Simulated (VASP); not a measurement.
## GeS: single point with PBE+D3(BJ)

The system is GeS.

```
Ge S
1.0
    10.67868    0.00000    0.00000
     0.00000    3.68487    0.00000
     0.00000    0.00000    4.35083
Ge S
4 4
Direct
  0.12495 0.25000 0.13304
  0.37505 0.75000 0.63304
  0.62495 0.25000 0.36696
  0.87505 0.75000 0.86696
  0.84909 0.25000 0.49699
  0.65091 0.75000 0.99699
  0.34909 0.25000 0.00301
  0.15091 0.75000 0.50301
```

* Program: VASP 6.6.1
* Task: single point
* Functional: PBE
* Dispersion: D3(BJ)
* Potentials or basis: VASP PAW PBE potentials, release 64 (Ge_d, S)
* Cutoff: 500 eV
* k mesh: 2 × 6 × 6
* Occupations: fermi-dirac, width 0.02 eV
* Spin: no spin polarisation

- Pressure: -0.1 GPa
- Largest force: 0.006 eV/Å
- Band gap on the k mesh: 1.23 eV (least direct gap 1.24 eV)
- Dispersion energy per atom: -0.327 eV

Forces in eV/Å, atoms in the order of the input:
```
Ge   0.001  0.000 -0.006
Ge  -0.001  0.000 -0.006
Ge   0.001  0.000  0.006
Ge  -0.001  0.000  0.006
S    0.000  0.000 -0.005
S    0.000  0.000 -0.005
S    0.000  0.000  0.005
S    0.000  0.000  0.005
```

Levels at points of the mesh, in eV from the valence-band top:
| k point | band 37 | band 38 | band 39 | band 40 | band 41 | band 42 | band 43 | band 44 |
| --- | --- | --- | --- | --- | --- | --- | --- | --- |
| (0.00, 0.00, 0.00) | -1.57 | -0.83 | -0.70 | -0.01 | 1.23 | 2.71 | 2.82 | 3.05 |
| (0.50, 0.00, 0.00) | -1.78 | -1.78 | -0.31 | -0.31 | 2.52 | 2.52 | 2.65 | 2.65 |
| (0.00, 0.50, 0.00) | -1.33 | -1.33 | -1.01 | -1.01 | 1.59 | 1.59 | 1.66 | 1.66 |
| (0.50, 0.50, 0.00) | -1.35 | -1.35 | -1.35 | -1.35 | 1.86 | 1.86 | 1.86 | 1.86 |
| (0.00, 0.00, 0.50) | -0.85 | -0.85 | -0.21 | -0.21 | 1.76 | 1.76 | 2.55 | 2.55 |
| (0.50, 0.00, 0.50) | -0.65 | -0.65 | -0.23 | -0.23 | 1.75 | 1.75 | 2.43 | 2.43 |
| (0.00, 0.50, 0.50) | -2.01 | -2.01 | -1.23 | -1.23 | 3.19 | 3.19 | 3.40 | 3.40 |
| (0.50, 0.50, 0.50) | -1.35 | -1.35 | -1.35 | -1.35 | 2.98 | 2.98 | 2.98 | 2.98 |

Run time: 5.3 min on 1 thread of Intel Xeon 8259CL, on a shared host, peak memory 0.38 GiB.

A k mesh can miss the band edges.
